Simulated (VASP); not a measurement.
# TiAl3 (I4/mmm) in VASP: notebook

Runs on TiAl3. Level: PBE. Tasks: single point.

All numbers are computed with VASP 6.6.1; they aren't measurements. Logs are shortened: lines on timing, memory, paths and dates and some standing lists are left out, and cuts for length are marked.

## 1. The cell of the first run

Symmetry: I4/mmm, No. 139, tetragonal system. The conventional cell has a = 3.515 Å, b = 3.515 Å, c = 7.845 Å, α = 90.00°, β = 90.00°, γ = 90.00°. Within 3.3 Å of Ti (site symmetry 4/mmm) lie 12 Al at 2.49 to 2.63 Å. Within 3.3 Å of Al (site symmetry 4/mmm) lie 4 Ti at 2.49 Å and 8 Al at 2.63 Å. Al (site symmetry -4m2) has 8 Al at 2.49 to 2.63 Å and 4 Ti at 2.63 Å within 3.3 Å.

## 2. Single point, PBE

INCAR

```
SYSTEM = TiAl3
ALGO = Fast
EDIFF = 1E-6
ENCUT = 520
GGA = PE
ISIF = 2
ISMEAR = 0
LASPH = .TRUE.
LCHARG = .FALSE.
LREAL = .FALSE.
LWAVE = .FALSE.
NBANDS = 18
NELM = 60
PREC = Accurate
SIGMA = 0.1
```

KPOINTS

```
k-points
0
G
  16 16 16
  0 0 0
```

POSCAR

```
TiAl3
1.0
   -1.7575716458      1.7575716458      3.9225588469
    1.7575716458     -1.7575716458      3.9225588469
    1.7575716458      1.7575716458     -3.9225588469
Ti Al
1 3
Direct
    0.0000000000      0.0000000000      0.0000000000
    0.5000000000      0.5000000000      0.0000000000
    0.7500000000      0.2500000000      0.5000000000
    0.2500000000      0.7500000000      0.5000000000
```

Potentials or basis: VASP PAW PBE potentials, release 64 (Ti_sv, Al).

Run with:

```console
$ cat potpaw_PBE.64/Ti_sv/POTCAR potpaw_PBE.64/Al/POTCAR > POTCAR
$ mpirun -np 1 vasp_std > vasp.out
```

OUTCAR:

```text
SYSTEM = TiAl3
   EDIFF = 1E-6
   ENCUT = 520
   GGA = PE
   ISIF = 2
   ISMEAR = 0
   LASPH = .TRUE.
   LREAL = .FALSE.
   NELM = 60
   PREC = Accurate

 ion  position               nearest neighbor table
   1  0.000  0.000  0.000-   2 2.49   2 2.49   2 2.49   2 2.49   4 2.63   3 2.63   4 2.63   4 2.63
                             3 2.63   3 2.63   4 2.63   3 2.63
   2  0.500  0.500  0.000-   1 2.49   1 2.49   1 2.49   1 2.49   4 2.63   3 2.63   4 2.63   3 2.63
                             4 2.63   4 2.63   3 2.63   3 2.63
   3  0.750  0.250  0.500-   4 2.49   4 2.49   4 2.49   4 2.49   2 2.63   1 2.63   2 2.63   1 2.63
                             2 2.63   2 2.63   1 2.63   1 2.63
   4  0.250  0.750  0.500-   3 2.49   3 2.49   3 2.49   3 2.49   2 2.63   1 2.63   2 2.63   2 2.63
                             1 2.63   1 2.63   2 2.63   1 2.63

  LATTYP: Found a body centered tetragonal cell.
 ALAT       =     3.5151432916
 C/A-ratio  =     2.2318059445

  Lattice vectors:

 A1 = (  -1.7575716458,   1.7575716458,   3.9225588469)
 A2 = (   1.7575716458,  -1.7575716458,   3.9225588469)
 A3 = (   1.7575716458,   1.7575716458,  -3.9225588469)

Analysis of symmetry for initial positions (statically):
=====================================================================
 Subroutine PRICEL returns:
 Original cell was already a primitive cell.

 Routine SETGRP: Setting up the symmetry group for a
 body centered tetragonal supercell.

 Subroutine GETGRP returns: Found 16 space group operations
 (whereof 16 operations were pure point group operations)
 out of a pool of 16 trial point group operations.

The static configuration has the point symmetry D_4h.

Analysis of symmetry for dynamics (positions and initial velocities):
=====================================================================
 Subroutine PRICEL returns:
 Original cell was already a primitive cell.

 Routine SETGRP: Setting up the symmetry group for a
 body centered tetragonal supercell.

 Subroutine GETGRP returns: Found 16 space group operations
 (whereof 16 operations were pure point group operations)
 out of a pool of 16 trial point group operations.

The dynamic configuration has the point symmetry D_4h.

 Subroutine INISYM returns: Found 16 space group operations
 (whereof 16 operations are pure point group operations),
 and found     1 'primitive' translations

----------------------------------------------------------------------------------------

                                     Primitive cell

  volume of cell :      48.4680

  direct lattice vectors                    reciprocal lattice vectors
    -1.757571646  1.757571646  3.922558847     0.000000000  0.284483424  0.127467814
     1.757571646 -1.757571646  3.922558847     0.284483424  0.000000000  0.127467814
     1.757571646  1.757571646 -3.922558847     0.284483424  0.284483424  0.000000000

  length of vectors
     4.643768307  4.643768307  4.643768307     0.311735244  0.311735244  0.402320317

  position of ions in fractional coordinates (direct lattice)
     0.000000000  0.000000000  0.000000000
     0.500000000  0.500000000  0.000000000
     0.750000000  0.250000000  0.500000000
     0.250000000  0.750000000  0.500000000

  ion indices of the primitive-cell ions
   primitive index   ion index
                 1           1
                 2           2
                 3           3
                 4           4

----------------------------------------------------------------------------------------

 KPOINTS: k-points

Automatic generation of k-mesh.
 Grid dimensions read from file:
 generate k-points for:   16   16   16

 Generating k-lattice:

  Cartesian coordinates                     Fractional coordinates (reciprocal lattice)
     0.000000000  0.017780214  0.007966738     0.062500000  0.000000000  0.000000000
     0.017780214  0.000000000  0.007966738     0.000000000  0.062500000  0.000000000
     0.017780214  0.017780214  0.000000000     0.000000000  0.000000000  0.062500000

  Length of vectors
     0.019483453  0.019483453  0.025145020

  Shift w.r.t. Gamma in fractional coordinates (k-lattice)
     0.000000000  0.000000000  0.000000000

 Subroutine IBZKPT returns following result:
 ===========================================

 Found    349 irreducible k-points:

 Following reciprocal coordinates:
            Coordinates               Weight
  0.000000  0.000000  0.000000      1.000000
  0.062500  0.000000 -0.000000      8.000000
  0.125000  0.000000 -0.000000      8.000000
  0.187500  0.000000 -0.000000      8.000000
  0.250000  0.000000 -0.000000      8.000000
  0.312500  0.000000 -0.000000      8.000000
[... 16 lines left out ...]
 -0.125000  0.062500  0.000000     16.000000
 -0.062500  0.062500  0.000000      4.000000
 [... further k-points ...]
   k-points           NKPTS =    349   k-points in BZ     NKDIM =    349   number of bands    NBANDS=     18
   number of dos      NEDOS =    301   number of ions     NIONS =      4
   total plane-waves  NPLWV =  46656
   dimension x,y,z NGX =    36 NGY =   36 NGZ =   36
   dimension x,y,z NGXF=    72 NGYF=   72 NGZF=   72
   ions per type =               1   3
   NGX,Y,Z   is equivalent  to a cutoff of  12.89, 12.89, 12.89 a.u.
   NGXF,Y,Z  is equivalent  to a cutoff of  25.78, 25.78, 25.78 a.u.
 SYSTEM =  TiAl3
   PREC   = accura    normal or accurate (medium, high low for compatibility)
   ISTART =      0    job   : 0-new  1-cont  2-samecut
   ICHARG =      2    charge: 1-file 2-atom 10-const
   ISPIN  =      1    spin polarized calculation?
   LNONCOLLINEAR =      F non collinear calculations
   LSORBIT =      F    spin-orbit coupling
   LASPH  =      T    aspherical Exc in radial PAW
   ENCUT  =  520.0 eV  38.22 Ry    6.18 a.u.   8.63  8.63  8.63*2*pi/ulx,y,z
   NELM   =     60;   NELMIN=  2; NELMDL= -5     # of ELM steps
   EDIFF  = 0.1E-05   stopping-criterion for ELM
   LREAL  =      F    real-space projection
   EDIFFG = 0.1E-04   stopping-criterion for IOM
   NSW    =      0    number of steps for IOM
   IBRION =     -1    ionic relax: 0-MD 1-quasi-New 2-CG
   NFREE  =      0    steps in history (QN), initial steepest desc. (CG)
   ISIF   =      2    stress and relaxation
   ISYM   =      2    0-nonsym 1-usesym 2-fastsym
   POTIM  = 0.5000    time-step for ionic-motion
   TEBEG  =    0.0;   TEEND  =   0.0 temperature during run
   PSTRESS=    0.0 pullay stress
   NELECT =      21.0000    total number of electrons
   NUPDOWN=      -1.0000    fix difference up-down
   EMIN   =  10.00;   EMAX   =-10.00  energy-range for DOS
   EFERMI =   0.00;   METHOD = LEGACY
   ISMEAR =     0;   SIGMA  =   0.10  broadening in eV -4-tet -1-fermi 0-gaus
   EFERMI_NEDOS =   21; number of points for ismear=-14 and -15
   IALGO  =     68    algorithm
   IMIX   =      4    mixing-type and parameters
     AMIX     =   0.40;   BMIX     =  1.00
     AMIX_MAG =   1.60;   BMIX_MAG =  1.00
  volume/ion in A,a.u.               =      12.12        81.77
  Fermi-wavevector in a.u.,A,eV,Ry     =   1.238785  2.340965 20.879355  1.534589
  Thomas-Fermi vector in A             =   2.373296
   LORBIT       =      0    0 simple, 1 ext, 2 COOP (PROOUT), +10 PAW based schemes
   GGA     = PE    functional components
   LHFCALC =     F    Hartree Fock is set to
   AEXX    =    0.0000 exact exchange contribution
   IVDW    =     0    specifies the selected vdW correction
   LEPSILON=     F    determine dielectric tensor
   LRPA    =     F    only Hartree local field effects (RPA)
 non-spin polarized calculation
 RMM-DIIS sequential band-by-band and
 Gauss-broadening in eV      SIGMA  =   0.10
  energy-cutoff  :      520.00
  volume of cell :       48.47
 maximum number of plane-waves:      1334
   NGX = 17   NGY = 17   NGZ = 17

 number of electron      21.0000002 magnetization

 Free energy of the ion-electron system (eV)
  ---------------------------------------------------
  ext. energy  EPLUGINS =         0.00000000
  ---------------------------------------------------
  free energy    TOTEN  =       -18.76648483 eV

  energy without entropy =      -18.75965568  energy(sigma->0) =      -18.76307026

 E-fermi :  11.2021     XC(G=0): -11.8629

 val. band max:       11.2020037884   @ k =  -0.3750  -0.4375   0.3750
 cond. band min:      11.2058062743   @ k =  -0.1250   0.3750   0.0625
 fundamental gap:      0.0038024858
 Fermi energy:        11.2021008774

 k-point     1 :       0.0000    0.0000    0.0000
  band No.  band energies     occupation
      1     -44.4547      2.00000
      2     -20.8551      2.00000
      3     -20.8551      2.00000
      4     -20.7819      2.00000
      5      -0.2930      2.00000
      6       8.0847      2.00000
[... 10 lines left out ...]
     17      16.3971      0.00000
     18      16.5924      0.00000

 k-point     2 :       0.0625    0.0000   -0.0000
  band No.  band energies     occupation
      1     -44.4545      2.00000
      2     -20.8585      2.00000
      3     -20.8550      2.00000
      4     -20.7818      2.00000
      5      -0.2334      2.00000
      6       7.7550      2.00000
[... 10 lines left out ...]
     17      16.5531      0.00000
     18      16.7437      0.00000

 k-point     3 :       0.1250    0.0000   -0.0000
  band No.  band energies     occupation
      1     -44.4540      2.00000
      2     -20.8679      2.00000
      3     -20.8544      2.00000
      4     -20.7815      2.00000
      5      -0.0555      2.00000
      6       7.3324      2.00000
[... 10 lines left out ...]
     17      16.6471      0.00000
     18      17.4429      0.00000

 k-point     4 :       0.1875    0.0000   -0.0000
  band No.  band energies     occupation
      1     -44.4531      2.00000
      2     -20.8819      2.00000
      3     -20.8536      2.00000
      4     -20.7811      2.00000
      5       0.2374      2.00000
      6       6.8712      2.00000
[... 375 lines left out ...]
      4     -20.7803      2.00000
      5       0.2378      2.00000
      6       7.1674      2.00000
[... 10 lines left out ...]
     17      16.9671      0.00000
     18      18.2876      0.00000

 k-point    23 :      -0.1250    0.0625    0.0000
  band No.  band energies     occupation
      1     -44.4538      2.00000
      2     -20.8676      2.00000
      3     -20.8576      2.00000
      4     -20.7809      2.00000
      5      -0.0357      2.00000
      6       7.7005      2.00000
[... 10 lines left out ...]
     17      16.7181      0.00000
     18      17.3970      0.00000

 k-point    24 :      -0.0625    0.0625    0.0000
  band No.  band energies     occupation
      1     -44.4543      2.00000
      2     -20.8586      2.00000
      3     -20.8578      2.00000
      4     -20.7815      2.00000
      5      -0.1937      2.00000
      6       8.1547      2.00000
[... 10 lines left out ...]
     17      16.5843      0.00000
     18      16.7107      0.00000

 [... further k-points ...]

------------------------ aborting loop because EDIFF is reached ----------------------------------------

  FORCE on cell =-STRESS in cart. coord.  units (eV):
  Direction    XX          YY          ZZ          XY          YZ          ZX
  --------------------------------------------------------------------------------------
  -------------------------------------------------------------------------------------
  Total       15.1037808     15.1037808     15.0923308      0.0000000      0.0000000      0.0000000
  in kB      499.2760368    499.2760368    498.8975405      0.0000000      0.0000000      0.0000000
  external PRESSURE =     499.1498714 kB  Pullay stress =       0.0000000 kB

 VOLUME and BASIS-vectors are now :
 -----------------------------------------------------------------------------
  energy-cutoff  :      520.00
  volume of cell :       48.47
      direct lattice vectors                 reciprocal lattice vectors
    -1.757571646  1.757571646  3.922558847     0.000000000  0.284483424  0.127467814
     1.757571646 -1.757571646  3.922558847     0.284483424  0.000000000  0.127467814
     1.757571646  1.757571646 -3.922558847     0.284483424  0.284483424  0.000000000

 POSITION                                       TOTAL-FORCE (eV/Angst)
 -----------------------------------------------------------------------------------
      0.00000      0.00000      0.00000         0.000000      0.000000     -0.000000
      0.00000      0.00000      3.92256         0.000000      0.000000     -0.000000
     -0.00000      1.75757      1.96128         0.000000     -0.000000      0.000000
      1.75757     -0.00000      1.96128        -0.000000      0.000000      0.000000
 -----------------------------------------------------------------------------------
    total drift:                               -0.000000      0.000000      0.000000

  FREE ENERGIE OF THE ION-ELECTRON SYSTEM (eV)
  ---------------------------------------------------
  free  energy   TOTEN  =       -18.7664848334 eV

  energy  without entropy=      -18.7596556785  energy(sigma->0) =      -18.76307026
```

Wall time 23 min (1 thread of Intel Xeon 8259CL, shared host); peak memory 0.43 GiB.

What came out:

| Property | Result |
| --- | --- |
| Free energy | -18.7665 eV |
| Pressure | 49.9 GPa |
| Band gap on the k mesh | zero (an odd number of electrons rules out a gap without spin polarisation) |

Caveat: the cell stands under pressure.

## 3. Single point, PBE

This run uses another cell than the first one, of 13.46 Å³/atom.

INCAR

```
SYSTEM = TiAl3
PREC = Accurate
ENCUT = 520
EDIFF = 1E-6
ISMEAR = 0
SIGMA = 0.1
LREAL = .False.
LASPH = .True.
NELM = 80
ALGO = Fast
ISIF = 2
LWAVE = .False.
LCHARG = .False.
GGA = PE
NBANDS = 18
```

KPOINTS

```
Automatic mesh
0
Gamma
  16 16 16
  0 0 0
```

POSCAR

```
TiAl3
1.0
   -1.8198232592      1.8198232592      4.0655011877
    1.8198232592     -1.8198232592      4.0655011877
    1.8198232592      1.8198232592     -4.0655011877
Ti Al
1 3
Direct
    0.0000000000      0.0000000000      0.0000000000
    0.5000000000      0.5000000000      0.0000000000
    0.7500000000      0.2500000000      0.5000000000
    0.2500000000      0.7500000000      0.5000000000
```

Potentials or basis: VASP PAW PBE potentials, release 64 (Ti_sv, Al).

Run with:

```console
$ cat potpaw_PBE.64/Ti_sv/POTCAR potpaw_PBE.64/Al/POTCAR > POTCAR
$ mpirun -np 1 vasp_std > vasp.out
```

OUTCAR:

```text
SYSTEM = TiAl3
   PREC = Accurate
   ENCUT = 520
   EDIFF = 1E-6
   ISMEAR = 0
   LREAL = .False.
   LASPH = .True.
   NELM = 80
   ISIF = 2
   GGA = PE

 ion  position               nearest neighbor table
   1  0.000  0.000  0.000-   2 2.57   2 2.57   2 2.57   2 2.57   4 2.73   3 2.73   4 2.73   4 2.73
                             3 2.73   3 2.73   4 2.73   3 2.73
   2  0.500  0.500  0.000-   1 2.57   1 2.57   1 2.57   1 2.57   4 2.73   3 2.73   4 2.73   3 2.73
                             4 2.73   4 2.73   3 2.73   3 2.73
   3  0.750  0.250  0.500-   4 2.57   4 2.57   4 2.57   4 2.57   2 2.73   1 2.73   2 2.73   1 2.73
                             2 2.73   2 2.73   1 2.73   1 2.73
   4  0.250  0.750  0.500-   3 2.57   3 2.57   3 2.57   3 2.57   2 2.73   1 2.73   2 2.73   2 2.73
[... 710 lines left out ...]
  Total        8.3387104      8.3387104      8.3338019      0.0000000      0.0000000      0.0000000
  in kB      248.0715529    248.0715529    247.9255303      0.0000000      0.0000000      0.0000000
  external PRESSURE =     248.0228787 kB  Pullay stress =       0.0000000 kB

 VOLUME and BASIS-vectors are now :
 -----------------------------------------------------------------------------
  energy-cutoff  :      520.00
  volume of cell :       53.86
      direct lattice vectors                 reciprocal lattice vectors
    -1.819823259  1.819823259  4.065501188     0.000000000  0.274751956  0.122986067
     1.819823259 -1.819823259  4.065501188     0.274751956  0.000000000  0.122986067
     1.819823259  1.819823259 -4.065501188     0.274751956  0.274751956  0.000000000

 POSITION                                       TOTAL-FORCE (eV/Angst)
 -----------------------------------------------------------------------------------
      0.00000      0.00000      0.00000         0.000000     -0.000000      0.000000
      0.00000      0.00000      4.06550         0.000000     -0.000000      0.000000
     -0.00000      1.81982      2.03275        -0.000000      0.000000     -0.000000
      1.81982     -0.00000      2.03275         0.000000     -0.000000      0.000000
 -----------------------------------------------------------------------------------
    total drift:                               -0.000000      0.000000      0.000000

  FREE ENERGIE OF THE ION-ELECTRON SYSTEM (eV)
  ---------------------------------------------------
  free  energy   TOTEN  =       -19.9952823430 eV

  energy  without entropy=      -19.9877212940  energy(sigma->0) =      -19.99150182
```

stdout:

```text
POSCAR found type information on POSCAR TiAl
 POSCAR found :  2 types and       4 ions
 scaLAPACK will be used
 LDA part: xc-table for (Slater+PW92), standard interpolation
 POSCAR, INCAR and KPOINTS ok, starting setup
 FFT: planning ... GRIDC
 FFT: planning ... GRID_SOFT
 FFT: planning ... GRID
 WAVECAR not read
 entering main loop
WARNING in EDDRMM: call to ZHEGV failed, returncode =   8  4     14
WARNING in EDDRMM: call to ZHEGV failed, returncode =   6  3     15
WARNING in EDDRMM: call to ZHEGV failed, returncode =   6  3     13
WARNING in EDDRMM: call to ZHEGV failed, returncode =   6  3     16
WARNING in EDDRMM: call to ZHEGV failed, returncode =   6  3     13
```

It took 30 min on 1 thread of Intel Xeon 8259CL, shared host; peak memory 0.46 GiB.

What came out:

| Property | Result |
| --- | --- |
| Free energy | -19.9953 eV |
| Pressure | 24.8 GPa |
| Band gap on the k mesh | zero (an odd number of electrons rules out a gap without spin polarisation) |

Caveat: the cell stands under pressure.
